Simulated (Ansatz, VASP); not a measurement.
# Two plane-wave programs on PtSe2

```xyz
3
Lattice="3.8031 0.0000 0.0000 -1.9015 3.2935 0.0000 0.0000 0.0000 6.3516" Properties=species:S:1:pos:R:3 pbc="T T T"
Pt    0.0000    0.0000    0.0000
Se    0.0000    2.1957    1.2715
Se    1.9015    1.0978    5.0801
```

Alike in both runs: task single point; functional PBE; k mesh 12 × 12 × 6; occupations gaussian, width 0.05 eV; no spin polarisation.

|  | VASP | Ansatz |
| --- | --- | --- |
| version | VASP 6.6.1 | Ansatz 0.2.0 |
| potentials or method | VASP PAW PBE potentials, release 64 (Pt, Se), cutoff 520 eV | scalar-relativistic, plane waves, PAW |
| valence electrons in the cell | 22 | 50 |

```csv
,VASP,Ansatz,Ansatz less VASP
gap on the k mesh at the Fermi level (eV),0.69,0.70,+0.009
least direct gap on the mesh (eV),0.95,0.96,+0.009
pressure (GPa),-0.9,-0.9,+0.03
"traceless stress, the component that is largest in VASP (GPa)",1.29,1.29,-0.008
rms of the force components (eV/Å),0.036,0.037,+0.0013
```

Atom by atom the forces differ by 0.001 eV/Å (rms over components). VASP's potentials hold 22 valence electrons a cell and Ansatz's 50, so a difference there can come from the potentials and not from the codes.

Neither program's run includes spin-orbit coupling.
